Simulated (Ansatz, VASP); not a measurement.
# Two plane-wave programs on TaAs

```xyz
4
Lattice="-1.7320 1.7320 5.8665 1.7320 -1.7320 5.8665 1.7320 1.7320 -5.8665" Properties=species:S:1:pos:R:3 pbc="T T T"
Ta    1.7320    0.0000    5.8686
Ta    0.0000    0.0000    8.8019
As    1.7320    0.0000    0.9670
As    0.0000    0.0000    3.9002
```

Alike in both runs: functional PBE; k mesh 18 × 18 × 18; occupations fermi-dirac, width 0.15 eV; no spin polarisation.

Ansatz relaxed the structure, and its values are those at the end. VASP's run is a single point on that final structure, the one shown.

|  | VASP | Ansatz |
| --- | --- | --- |
| version | VASP 6.6.1 | Ansatz 0.2.0 |
| potentials or method | VASP PAW PBE potentials, release 64 (Ta_pv, As), cutoff 520 eV | scalar-relativistic, plane waves, PAW |
| valence electrons in the cell | 32 | 56 |

Ansatz gave:

```
gap on the k mesh at the Fermi level (eV) : none
pressure (GPa)                            : 0.0
```

Task: Which values does VASP return?

Result: gap on the k mesh at the Fermi level (eV): none; pressure (GPa): 0.4.

A gap of «none» marks a metal or a gap that the smearing closes. The functional is the same, so the differences come from potentials, cutoffs and numerics. VASP's potentials hold 32 valence electrons a cell and Ansatz's 56, so a difference there can come from the potentials and not from the codes.

Spin-orbit coupling is off throughout.
